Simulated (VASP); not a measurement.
# Ta5HO in VASP: single point with PBEsol

Aim: the single point of Ta5HO with PBEsol.

All numbers are computed with VASP 6.6.1; they aren't measurements. Logs are shortened: lines on timing, memory, paths and dates and some standing lists are left out, and cuts for length are marked.

**1. The cell of the first run**

The cell holds a slab with vacuum, 7 atoms: a = 3.281 Å, b = 3.281 Å, c = 26.441 Å, α = 90.00°, β = 90.00°, γ = 90.00°.

**2. Single point, PBEsol**

INCAR

```
PREC = Accurate
ENCUT = 520
EDIFF = 1E-6
ISMEAR = 0
SIGMA = 0.1
LREAL = F
LASPH = T
NELM = 100
ALGO = Normal
ISIF = 2
LWAVE = F
LCHARG = F
LDIPOL = T
IDIPOL = 3
DIPOL = 0.5 0.5 0.504
GGA = PS
NBANDS = 40
```

KPOINTS

```
Automatic mesh
0
Gamma
  9 9 1
```

POSCAR

```
Ta5HO
1.0
    3.2805195245      0.0000000000      0.0000000000
    0.0000000000      3.2805195245      0.0000000000
    0.0000000000      0.0000000000     26.4410390491
Ta O H
5 1 1
Direct
    0.5000000000      0.5000000000      0.3214699689
    0.0000000000      0.0000000000      0.3835045871
    0.5012154310      0.4990346165      0.4453329931
   -0.0012500527      0.0020089951      0.5087960189
    0.5094117215      0.4917266776      0.5696126764
    0.5774674134      0.4241114398      0.6408593722
    0.7616544947      0.2458173405      0.6594013499
```

Potentials or basis: VASP PAW PBE potentials, release 64 (Ta_pv, O, H).

Launch:

```
cat potpaw_PBE.64/Ta_pv/POTCAR potpaw_PBE.64/O/POTCAR potpaw_PBE.64/H/POTCAR > POTCAR
mpirun -np 1 vasp_std > vasp.out
```

OUTCAR:

```text
PREC = Accurate
   ENCUT = 520
   EDIFF = 1E-6
   ISMEAR = 0
   LREAL = F
   LASPH = T
   NELM = 100
   ISIF = 2
   GGA = PS

 ion  position               nearest neighbor table
   1  0.500  0.500  0.321-   2 2.84   2 2.84   2 2.84   2 2.84   3 3.28
   2  0.000  0.000  0.384-   3 2.83   3 2.84   3 2.84   1 2.84   1 2.84   1 2.84   1 2.84   3 2.84
                             4 3.31
   3  0.501  0.499  0.445-   2 2.83   2 2.84   2 2.84   2 2.84   4 2.85   4 2.86   4 2.86   4 2.87
                             1 3.28   5 3.29
   4  0.999  0.002  0.509-   5 2.78   5 2.82   5 2.82   3 2.85   3 2.86   5 2.86   3 2.86   3 2.87
                             2 3.31
   5  0.509  0.492  0.570-   6 1.91   4 2.78   4 2.82   4 2.82   4 2.86   3 3.29
   6  0.577  0.424  0.641-   7 0.97   5 1.91
   7  0.762  0.246  0.659-   6 0.97

  LATTYP: Found a simple tetragonal cell.
 ALAT       =     3.2805195245
 C/A-ratio  =     8.0600157541

  Lattice vectors:

 A1 = (   3.2805195245,   0.0000000000,   0.0000000000)
 A2 = (   0.0000000000,   3.2805195245,   0.0000000000)
 A3 = (   0.0000000000,   0.0000000000,  26.4410390491)

Analysis of symmetry for initial positions (statically):
=====================================================================
 Subroutine PRICEL returns:
 Original cell was already a primitive cell.

 Routine SETGRP: Setting up the symmetry group for a
 simple tetragonal supercell.

 Subroutine GETGRP returns: Found  1 space group operations
 (whereof  1 operations were pure point group operations)
 out of a pool of 16 trial point group operations.

The static configuration has the point symmetry C_1 .

Analysis of symmetry for dynamics (positions and initial velocities):
=====================================================================
 Subroutine PRICEL returns:
 Original cell was already a primitive cell.

 Routine SETGRP: Setting up the symmetry group for a
 simple tetragonal supercell.

 Subroutine GETGRP returns: Found  1 space group operations
 (whereof  1 operations were pure point group operations)
 out of a pool of 16 trial point group operations.

The dynamic configuration has the point symmetry C_1 .

 Subroutine INISYM returns: Found  1 space group operations
 (whereof  1 operations are pure point group operations),
 and found     1 'primitive' translations

----------------------------------------------------------------------------------------

                                     Primitive cell

  volume of cell :     284.5534

  direct lattice vectors                    reciprocal lattice vectors
     3.280519524  0.000000000  0.000000000     0.304829766  0.000000000  0.000000000
     0.000000000  3.280519524  0.000000000     0.000000000  0.304829766  0.000000000
     0.000000000  0.000000000 26.441039049     0.000000000  0.000000000  0.037819996

  length of vectors
     3.280519524  3.280519524 26.441039049     0.304829766  0.304829766  0.037819996

  position of ions in fractional coordinates (direct lattice)
     0.500000000  0.500000000  0.321469969
     0.000000000  0.000000000  0.383504587
     0.501215431  0.499034616  0.445332993
     0.998749947  0.002008995  0.508796019
     0.509411722  0.491726678  0.569612676
     0.577467413  0.424111440  0.640859372
     0.761654495  0.245817340  0.659401350

  ion indices of the primitive-cell ions
   primitive index   ion index
                 1           1
                 2           2
                 3           3
                 4           4
                 5           5
                 6           6
                 7           7

----------------------------------------------------------------------------------------

 KPOINTS: Automatic mesh

Automatic generation of k-mesh.
 Grid dimensions read from file:
 generate k-points for:    9    9    1

 Generating k-lattice:

  Cartesian coordinates                     Fractional coordinates (reciprocal lattice)
     0.033869974  0.000000000  0.000000000     0.111111111  0.000000000  0.000000000
     0.000000000  0.033869974  0.000000000     0.000000000  0.111111111  0.000000000
     0.000000000  0.000000000  0.037819996     0.000000000  0.000000000  1.000000000

  Length of vectors
     0.033869974  0.033869974  0.037819996

  Shift w.r.t. Gamma in fractional coordinates (k-lattice)
     0.000000000  0.000000000  0.000000000

 Subroutine IBZKPT returns following result:
 ===========================================

 Found     41 irreducible k-points:

 Following reciprocal coordinates:
            Coordinates               Weight
  0.000000  0.000000  0.000000      1.000000
  0.111111  0.000000  0.000000      2.000000
  0.000000  0.111111  0.000000      2.000000
  0.222222  0.000000  0.000000      2.000000
  0.000000  0.222222  0.000000      2.000000
  0.333333  0.000000  0.000000      2.000000
[... 16 lines left out ...]
  0.111111  0.444444  0.000000      2.000000
  0.222222  0.222222  0.000000      2.000000
 [... further k-points ...]
   k-points           NKPTS =     41   k-points in BZ     NKDIM =     41   number of bands    NBANDS=     40
   number of dos      NEDOS =    301   number of ions     NIONS =      7
   total plane-waves  NPLWV = 115200
   dimension x,y,z NGX =    24 NGY =   24 NGZ =  200
   dimension x,y,z NGXF=    48 NGYF=   48 NGZF=  400
   ions per type =               5   1   1
   NGX,Y,Z   is equivalent  to a cutoff of  12.16, 12.16, 12.57 a.u.
   NGXF,Y,Z  is equivalent  to a cutoff of  24.32, 24.32, 25.15 a.u.
 SYSTEM =  unknown system
   PREC   = accura    normal or accurate (medium, high low for compatibility)
   ISTART =      0    job   : 0-new  1-cont  2-samecut
   ICHARG =      2    charge: 1-file 2-atom 10-const
   ISPIN  =      1    spin polarized calculation?
   LNONCOLLINEAR =      F non collinear calculations
   LSORBIT =      F    spin-orbit coupling
   LASPH  =      T    aspherical Exc in radial PAW
   ENCUT  =  520.0 eV  38.22 Ry    6.18 a.u.   6.10  6.10 49.16*2*pi/ulx,y,z
   NELM   =    100;   NELMIN=  2; NELMDL= -5     # of ELM steps
   EDIFF  = 0.1E-05   stopping-criterion for ELM
   LREAL  =      F    real-space projection
   EDIFFG = 0.1E-04   stopping-criterion for IOM
   NSW    =      0    number of steps for IOM
   IBRION =     -1    ionic relax: 0-MD 1-quasi-New 2-CG
   NFREE  =      0    steps in history (QN), initial steepest desc. (CG)
   ISIF   =      2    stress and relaxation
   ISYM   =      2    0-nonsym 1-usesym 2-fastsym
   POTIM  = 0.5000    time-step for ionic-motion
   TEBEG  =    0.0;   TEEND  =   0.0 temperature during run
   PSTRESS=    0.0 pullay stress
   NELECT =      62.0000    total number of electrons
   NUPDOWN=      -1.0000    fix difference up-down
   EMIN   =  10.00;   EMAX   =-10.00  energy-range for DOS
   EFERMI =   0.00;   METHOD = LEGACY
   ISMEAR =     0;   SIGMA  =   0.10  broadening in eV -4-tet -1-fermi 0-gaus
   EFERMI_NEDOS =   21; number of points for ismear=-14 and -15
   IALGO  =     38    algorithm
   IMIX   =      4    mixing-type and parameters
     AMIX     =   0.40;   BMIX     =  1.00
     AMIX_MAG =   1.60;   BMIX_MAG =  1.00
  volume/ion in A,a.u.               =      40.65       274.32
  Fermi-wavevector in a.u.,A,eV,Ry     =   0.985109  1.861585 13.203625  0.970439
  Thomas-Fermi vector in A             =   2.116391
   LORBIT       =      0    0 simple, 1 ext, 2 COOP (PROOUT), +10 PAW based schemes
   GGA     = PS    functional components
   LHFCALC =     F    Hartree Fock is set to
   AEXX    =    0.0000 exact exchange contribution
   IVDW    =     0    specifies the selected vdW correction
   LEPSILON=     F    determine dielectric tensor
   LRPA    =     F    only Hartree local field effects (RPA)
 non-spin polarized calculation
 Gauss-broadening in eV      SIGMA  =   0.10
  energy-cutoff  :      520.00
  volume of cell :      284.55
 maximum number of plane-waves:      7706
   NGX = 13   NGY = 13   NGZ = 99

 dipolmoment           0.000000      0.000000      0.007731 electrons x Angstroem

 number of electron      62.0000019 magnetization

 dipolmoment           0.000000      0.000000     -0.016945 electrons x Angstroem

 Free energy of the ion-electron system (eV)
  ---------------------------------------------------
  ext. energy  EPLUGINS =         0.00000000
  ---------------------------------------------------
  free energy    TOTEN  =       -71.48891193 eV

  energy without entropy =      -71.46410621  energy(sigma->0) =      -71.47650907

 E-fermi :  -0.5610     XC(G=0):  -5.2881

 val. band max:       -0.5620836356   @ k =   0.4444   0.4444   0.0000
 cond. band min:      -0.5501543975   @ k =   0.3333   0.0000   0.0000
 fundamental gap:      0.0119292381
 Fermi energy:        -0.5609620538

 k-point     1 :       0.0000    0.0000    0.0000
  band No.  band energies     occupation
      1     -35.4422      2.00000
      2     -35.3540      2.00000
      3     -35.1793      2.00000
      4     -35.1792      2.00000
      5     -35.0527      2.00000
      6     -35.0403      2.00000
[... 32 lines left out ...]
     39       2.3202      0.00000
     40       2.3449      0.00000

 k-point     2 :       0.1111    0.0000    0.0000
  band No.  band energies     occupation
      1     -35.4447      2.00000
      2     -35.3577      2.00000
      3     -35.2111      2.00000
      4     -35.1718      2.00000
      5     -35.0798      2.00000
      6     -35.0376      2.00000
[... 935 lines left out ...]
     39       2.6374      0.00000
     40       2.7256      0.00000

 k-point    24 :       0.2222    0.2222    0.0000
  band No.  band energies     occupation
      1     -35.4427      2.00000
      2     -35.3635      2.00000
      3     -35.2766      2.00000
      4     -35.2540      2.00000
      5     -35.1514      2.00000
      6     -35.1192      2.00000
[... 32 lines left out ...]
     39       2.9908      0.00000
     40       3.0451      0.00000

 [... further k-points ...]

------------------------ aborting loop because EDIFF is reached ----------------------------------------

 vacuum level on the upper side and lower side of the slab       (xc-potential included)        -0.148         0.132

  FORCE on cell =-STRESS in cart. coord.  units (eV):
  Direction    XX          YY          ZZ          XY          YZ          ZX
  --------------------------------------------------------------------------------------
  -------------------------------------------------------------------------------------
  Total       -5.0595033     -5.0483746     -1.9936723     -0.0331956     -0.1056979      0.0867135
  in kB      -28.4875236    -28.4248633    -11.2253679     -0.1869077     -0.5951320      0.4882402
  external PRESSURE =     -22.7125849 kB  Pullay stress =       0.0000000 kB

 VOLUME and BASIS-vectors are now :
 -----------------------------------------------------------------------------
  energy-cutoff  :      520.00
  volume of cell :      284.55
      direct lattice vectors                 reciprocal lattice vectors
     3.280519524  0.000000000  0.000000000     0.304829766  0.000000000  0.000000000
     0.000000000  3.280519524  0.000000000     0.000000000  0.304829766  0.000000000
     0.000000000  0.000000000 26.441039049     0.000000000  0.000000000  0.037819996

 POSITION                                       TOTAL-FORCE (eV/Angst)
 -----------------------------------------------------------------------------------
      1.64026      1.64026      8.50000        -0.023189      0.022124      1.418722
      0.00000      0.00000     10.14026         0.026556     -0.022609     -1.449825
      1.64425      1.63709     11.77507         0.001811      0.002124     -0.018742
      3.27642      0.00659     13.45310        -0.000060     -0.003844      0.031991
      1.67114      1.61312     15.06115        -0.025785      0.022995     -0.089040
      1.89439      1.39131     16.94499        -0.041734      0.040972      0.029590
      2.49862      0.80641     17.43526         0.062402     -0.061762      0.077303
 -----------------------------------------------------------------------------------
    total drift:                               -0.000172      0.000082      0.000669

  FREE ENERGIE OF THE ION-ELECTRON SYSTEM (eV)
  ---------------------------------------------------
  free  energy   TOTEN  =       -71.4889119320 eV

  energy  without entropy=      -71.4641062054  energy(sigma->0) =      -71.47650907

 vacuum level on the upper side and lower side of the slab         3.257         3.542
```

Run time: 7.5 min. Hardware: 1 thread of Intel Xeon 6975P-C (Granite Rapids), shared host; peak memory 0.56 GiB.

Results:

```yaml
Free_energy: -71.4889 eV
Largest_force: 1.450 eV/Å
Band_gap_on_the_k_mesh: zero (bands 31 and 32 overlap by 1.54 eV)
```

Forces in eV/Å, atoms in the order of the input:
```
Ta  -0.023  0.022  1.419
Ta   0.027 -0.023 -1.450
Ta   0.002  0.002 -0.019
Ta   0.000 -0.004  0.032
Ta  -0.026  0.023 -0.089
O   -0.042  0.041  0.030
H    0.062 -0.062  0.077
```

Levels at points of the mesh, in eV from the Fermi level:
| k point | band 27 | band 28 | band 29 | band 30 | band 31 | band 32 | band 33 | band 34 | band 35 | band 36 |
| --- | --- | --- | --- | --- | --- | --- | --- | --- | --- | --- |
| (0.00, 0.00, 0.00) | -1.30 | -0.10 | 0.45 | 0.45 | 0.65 | 0.71 | 0.84 | 0.84 | 1.29 | 1.42 |

Caveat: the PAW data sets were made with another functional, which shifts forces and pressure a little; spin-orbit coupling is left out, which moves the levels of the heavy elements.
